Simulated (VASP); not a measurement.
# Rb (Im-3m) in VASP: notebook, part 2 of 2

VASP 6.6.1. Earlier steps stand in the parts before.

## Step 4: Single point, PBE (99.14 Å³/atom)

This run uses another cell than the first one, of 99.14 Å³/atom.

Input file INCAR:

```
PREC = Accurate
ENCUT = 520
EDIFF = 1E-6
ISMEAR = 0
SIGMA = 0.1
LREAL = False
LASPH = True
NELM = 60
ALGO = Fast
ISIF = 2
LWAVE = False
LCHARG = False
GGA = PE
NBANDS = 10
```

Input file KPOINTS:

```
Automatic mesh
0
Gamma
  16 16 16
```

Input file POSCAR:

```
Rb
1.0
   -2.9156210452      2.9156210452      2.9156210452
    2.9156210452     -2.9156210452      2.9156210452
    2.9156210452      2.9156210452     -2.9156210452
Rb
1
Direct
    0.0000000000      0.0000000000      0.0000000000
```

Potentials or basis: VASP PAW PBE potentials, release 64 (Rb_sv).

The run is started by

```
$ cat potpaw_PBE.64/Rb_sv/POTCAR > POTCAR
$ mpirun -np 1 vasp_std > vasp.out
```

OUTCAR:

```text
PREC = Accurate
   ENCUT = 520
   EDIFF = 1E-6
   ISMEAR = 0
   LREAL = False
   LASPH = True
   NELM = 60
   ISIF = 2
   GGA = PE

 ion  position               nearest neighbor table
   1  0.000  0.000  0.000-

  LATTYP: Found a body centered cubic cell.
 ALAT       =     5.8312420904

  Lattice vectors:

 A1 = (  -2.9156210452,   2.9156210452,   2.9156210452)
 A2 = (   2.9156210452,  -2.9156210452,   2.9156210452)
 A3 = (   2.9156210452,   2.9156210452,  -2.9156210452)

Analysis of symmetry for initial positions (statically):
=====================================================================
 Subroutine PRICEL returns:
 Original cell was already a primitive cell.

 Routine SETGRP: Setting up the symmetry group for a
 body centered cubic supercell.

 Subroutine GETGRP returns: Found 48 space group operations
 (whereof 48 operations were pure point group operations)
 out of a pool of 48 trial point group operations.

The static configuration has the point symmetry O_h .

Analysis of symmetry for dynamics (positions and initial velocities):
=====================================================================
 Subroutine PRICEL returns:
 Original cell was already a primitive cell.

 Routine SETGRP: Setting up the symmetry group for a
 body centered cubic supercell.

 Subroutine GETGRP returns: Found 48 space group operations
 (whereof 48 operations were pure point group operations)
 out of a pool of 48 trial point group operations.

The dynamic configuration has the point symmetry O_h .

 Subroutine INISYM returns: Found 48 space group operations
 (whereof 48 operations are pure point group operations),
 and found     1 'primitive' translations

----------------------------------------------------------------------------------------

                                     Primitive cell
[... 112 lines left out ...]
  Thomas-Fermi vector in A             =   1.829039
   LORBIT       =      0    0 simple, 1 ext, 2 COOP (PROOUT), +10 PAW based schemes
   GGA     = PE    functional components
   LHFCALC =     F    Hartree Fock is set to
   AEXX    =    0.0000 exact exchange contribution
   IVDW    =     0    specifies the selected vdW correction
   LEPSILON=     F    determine dielectric tensor
   LRPA    =     F    only Hartree local field effects (RPA)
 non-spin polarized calculation
 RMM-DIIS sequential band-by-band and
 Gauss-broadening in eV      SIGMA  =   0.10
  energy-cutoff  :      520.00
  volume of cell :       99.14
 maximum number of plane-waves:      2718
 NGX is ok and might be reduce to    40
   NGX = 19   NGY = 19   NGZ = 19

 number of electron       9.0000000 magnetization

 Free energy of the ion-electron system (eV)
  ---------------------------------------------------
  ext. energy  EPLUGINS =         0.00000000
  ---------------------------------------------------
  free energy    TOTEN  =        -0.93309735 eV

  energy without entropy =       -0.92850556  energy(sigma->0) =       -0.93080145

 E-fermi :  -0.1689     XC(G=0):  -5.2648

 val. band max:       -0.1700662197   @ k =  -0.4375   0.4375   0.0625
 cond. band min:      -0.1677237062   @ k =   0.3125   0.1875   0.0000
 fundamental gap:      0.0023425134
 Fermi energy:        -0.1689254418

 k-point     1 :       0.0000    0.0000    0.0000
  band No.  band energies     occupation
      1     -29.1227      2.00000
      2     -13.1718      2.00000
      3     -13.1718      2.00000
      4     -13.1718      2.00000
      5      -2.0314      2.00000
      6       3.4257      0.00000
      7       3.4257      0.00000
      8       3.4257      0.00000
      9       4.3024      0.00000
     10       4.3024      0.00000
[... 287 lines left out ...]
 k-point    24 :       0.2500    0.1875   -0.0000
  band No.  band energies     occupation
      1     -29.1202      2.00000
      2     -13.2268      2.00000
      3     -13.1947      2.00000
      4     -13.1776      2.00000
      5      -0.5788      2.00000
      6       1.6004      0.00000
      7       2.1001      0.00000
      8       3.8948      0.00000
      9       4.1176      0.00000
     10       4.8272      0.00000

 [... further k-points ...]

------------------------ aborting loop because EDIFF is reached ----------------------------------------

  FORCE on cell =-STRESS in cart. coord.  units (eV):
  Direction    XX          YY          ZZ          XY          YZ          ZX
  --------------------------------------------------------------------------------------
  -------------------------------------------------------------------------------------
  Total       -0.1269374     -0.1269374     -0.1269374     -0.0000000     -0.0000000      0.0000000
  in kB       -2.0513844     -2.0513844     -2.0513844     -0.0000000     -0.0000000      0.0000000
  external PRESSURE =      -2.0513844 kB  Pullay stress =       0.0000000 kB

 VOLUME and BASIS-vectors are now :
 -----------------------------------------------------------------------------
  energy-cutoff  :      520.00
  volume of cell :       99.14
      direct lattice vectors                 reciprocal lattice vectors
    -2.915621045  2.915621045  2.915621045     0.000000000  0.171490050  0.171490050
     2.915621045 -2.915621045  2.915621045     0.171490050  0.000000000  0.171490050
     2.915621045  2.915621045 -2.915621045     0.171490050  0.171490050  0.000000000

 POSITION                                       TOTAL-FORCE (eV/Angst)
 -----------------------------------------------------------------------------------
      0.00000      0.00000      0.00000         0.000000     -0.000000      0.000000
 -----------------------------------------------------------------------------------
    total drift:                                0.000000      0.000000     -0.000000

  FREE ENERGIE OF THE ION-ELECTRON SYSTEM (eV)
  ---------------------------------------------------
  free  energy   TOTEN  =        -0.9330973468 eV

  energy  without entropy=       -0.9285055604  energy(sigma->0) =       -0.93080145
```

stdout:

```text
POSCAR found type information on POSCAR Rb
 POSCAR found :  1 types and       1 ions
 scaLAPACK will be used
 LDA part: xc-table for (Slater+PW92), standard interpolation
 POSCAR, INCAR and KPOINTS ok, starting setup
 FFT: planning ... GRIDC
 FFT: planning ... GRID_SOFT
 FFT: planning ... GRID
 WAVECAR not read
 entering main loop
WARNING in EDDRMM: call to ZHEGV failed, returncode =   6  3      7
```

Run time: 4.3 min. Hardware: 1 thread of Intel Xeon 8259CL, shared host; peak memory 0.32 GiB.

Results:

```yaml
Free_energy: -0.9331 eV
Pressure: -0.2 GPa
Band_gap_on_the_k_mesh: zero (an odd number of electrons rules out a gap without spin polarisation)
```

## Step 5: Single point, PBE (82.77 Å³/atom)

This run uses another cell than the first one, of 82.77 Å³/atom.

Input file INCAR:

```
SYSTEM = Rb
PREC = Accurate
ENCUT = 520
EDIFF = 1E-7
ISMEAR = 0
SIGMA = 0.1
LREAL = .FALSE.
LASPH = .TRUE.
NELM = 60
ALGO = Normal
ISIF = 2
LWAVE = .FALSE.
LCHARG = .FALSE.
GGA = PE
NBANDS = 10
```

Input file KPOINTS:

```
regular mesh
0
G
  16 16 16
  0 0 0
```

Input file POSCAR:

```
Rb
1.0
   -2.7453815315      2.7453815315      2.7453815315
    2.7453815315     -2.7453815315      2.7453815315
    2.7453815315      2.7453815315     -2.7453815315
Rb
1
Direct
    0.0000000000      0.0000000000      0.0000000000
```

The run is started by

```
$ cat potpaw_PBE.64/Rb_sv/POTCAR > POTCAR
$ mpirun -np 1 vasp_std > vasp.out
```

Wall time 2.5 min (1 thread of Intel Xeon 8259CL, shared host); peak memory 0.27 GiB.

The run converged. Its results:

```yaml
Free_energy: -0.9308 eV
Pressure: 0.3 GPa
Band_gap_on_the_k_mesh: zero (an odd number of electrons rules out a gap without spin polarisation)
```

Levels at points of the mesh, in eV from the Fermi level:
| k point | band 1 | band 2 | band 3 | band 4 | band 5 | band 6 | band 7 | band 8 | band 9 |
| --- | --- | --- | --- | --- | --- | --- | --- | --- | --- |
| (0.00, 0.00, 0.00) | -28.86 | -12.89 | -12.89 | -12.89 | -2.10 | 3.76 | 3.76 | 3.76 | 4.76 |
| (0.50, 0.00, 0.00) | -28.86 | -13.03 | -12.94 | -12.89 | 0.21 | 0.85 | 2.60 | 4.45 | 5.42 |
| (0.50, 0.50, 0.50) | -28.85 | -12.99 | -12.99 | -12.99 | 1.18 | 1.18 | 3.50 | 3.50 | 3.50 |

## Step 6: Single point, PBE (85.50 Å³/atom)

This run uses another cell than the first one, of 85.50 Å³/atom.

Input file INCAR:

```
SYSTEM = Rb
ALGO = Normal
EDIFF = 1E-6
ENCUT = 520
GGA = PE
ISIF = 2
ISMEAR = 0
LASPH = .TRUE.
LCHARG = .FALSE.
LREAL = .FALSE.
LWAVE = .FALSE.
NBANDS = 10
NELM = 100
PREC = Accurate
SIGMA = 0.1
```

Input file KPOINTS:

```
k-points
0
G
  16 16 16
  0 0 0
```

Input file POSCAR:

```
Rb
1.0
   -2.7752249732      2.7752249732      2.7752249732
    2.7752249732     -2.7752249732      2.7752249732
    2.7752249732      2.7752249732     -2.7752249732
Rb
1
Direct
    0.0000000000      0.0000000000      0.0000000000
```

Potentials or basis: VASP PAW PBE potentials, release 64 (Rb_sv).

The run is started by

```
$ cat potpaw_PBE.64/Rb_sv/POTCAR > POTCAR
$ mpirun -np 1 vasp_std > vasp.out
```

It took 1.7 min on 1 thread of Intel Xeon 8259CL, shared host; peak memory 0.27 GiB.

It converged, with:

- Free energy: -0.9352 eV
- Pressure: 0.2 GPa
- Band gap on the k mesh: zero (an odd number of electrons rules out a gap without spin polarisation)

Levels at points of the mesh, in eV from the Fermi level:
```
           k point  band 1  band 2  band 3  band 4  band 5  band 6  band 7  band 8  band 9
(0.00, 0.00, 0.00)  -28.88  -12.91  -12.91  -12.91   -2.06    3.73    3.73    3.73    4.71
(0.50, 0.00, 0.00)  -28.87  -13.03  -12.95  -12.91    0.22    0.82    2.59    4.38    5.33
(0.50, 0.50, 0.50)  -28.87  -13.00  -13.00  -13.00    1.21    1.21    3.41    3.41    3.41
```

## Step 7: The runs side by side

| cell | gap on the mesh (eV) | pressure (GPa) |
| --- | --- | --- |
| a = 4.956 Å, angles 109.5°, 1 atom | none | -0.1 |
| a = 5.003 Å, angles 109.5°, 1 atom | none | -0.1 |
| a = 5.050 Å, angles 109.5°, 1 atom | none | -0.2 |
| a = 4.755 Å, angles 109.5°, 1 atom | none | 0.3 |
| a = 4.807 Å, angles 109.5°, 1 atom | none | 0.2 |

Alike in all rows: task single point; level PBE; potentials or basis VASP PAW PBE potentials, release 64 (Rb_sv); no spin polarisation; k mesh 16 × 16 × 16; cutoff (eV) 520; smearing gaussian 0.1 eV.

Absolute energies hang on the potentials; compare differences alone.
